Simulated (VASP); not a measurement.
A run of VASP 6.6.1 is set up as follows.

Contents of INCAR:

```
ALGO = Normal
EDIFF = 1E-6
ENCUT = 520
GGA = PE
ISIF = 2
ISMEAR = 0
LASPH = True
LCHARG = True
LELF = True
LREAL = Auto
LVHAR = True
LWAVE = False
NBANDS = 84
NELECT = 126.0
NELM = 60
PREC = Accurate
SIGMA = 0.01
```

File KPOINTS:

```
Automatic mesh
0
Gamma
  2 2 2
  0.5 0.5 0.5
```

Contents of POSCAR:

```
B15P16
1.0
   -4.5481927936      4.5481927936     -4.5481927936
    4.5481927936     -4.5481927936     -4.5481927936
   -4.5481927936     -4.5481927936      4.5481927936
B P
15 16
Direct
    0.7510816593      0.2500000000      1.0006946227
    0.5000000000      0.2500000000      0.2500000000
    0.2506946227      0.0010816593      0.7500000000
    0.2506946227      0.2500000000      0.5010816593
    1.0000000000      1.0010816593      1.0006946227
    0.7493053773     -0.0006946227      0.2503870366
    0.5000000000      0.7500000000      0.7500000000
    0.5003870366     -0.0006946227      0.4993053773
    0.2489183407      0.7496129634      0.9989183407
    0.0000000000      0.7500000000      0.2500000000
    0.7510816593      0.5006946227      0.7500000000
    0.7493053773      0.7503870366      0.4993053773
    0.4996129634      0.4989183407      0.9989183407
    0.2489183407      0.4989183407      0.2496129634
    0.0000000000      0.5006946227      0.5010816593
    0.0000000000      0.5000170008      0.7500000000
    0.7505206369      0.5000135740      0.0000135740
    0.4994929371      0.4994793631      0.2494929371
    0.2500170008      0.2500000000      0.7500000000
    0.2500135740      0.5000135740      0.5005206369
    0.0000000000      0.2500000000      0.0000170008
    0.7499864260      0.2500000000      0.2505070629
    0.5005070629     -0.0000135740      0.7500000000
    0.5005070629      0.2500000000      0.4999864260
    0.2500135740      0.0005206369      0.0000135740
    0.0000000000     -0.0000135740      0.2505070629
    0.7499864260      0.7505070629      0.7500000000
    0.7499829992     -0.0000170008      0.4999829992
    0.4994929371      0.7494929371     -0.0005206369
    0.2494793631      0.7494929371      0.2494929371
    0.0000000000      0.7505070629      0.4999864260
```

Potentials or basis: VASP PAW PBE potentials, release 64 (B, P).

The run is started by

```bash
$ cat potpaw_PBE.64/B/POTCAR potpaw_PBE.64/P/POTCAR > POTCAR
$ mpirun -np 1 vasp_std > vasp.out
```

(1) Estimate the largest force.

Results:

(1) 0.027 eV/Å.

Caveat: the k points lie up to 0.49 Å⁻¹ apart; the cell carries a net charge on a neutralising background, which shifts energy and pressure; the cell differs from its parent crystal (atoms taken out, then relaxed in part).
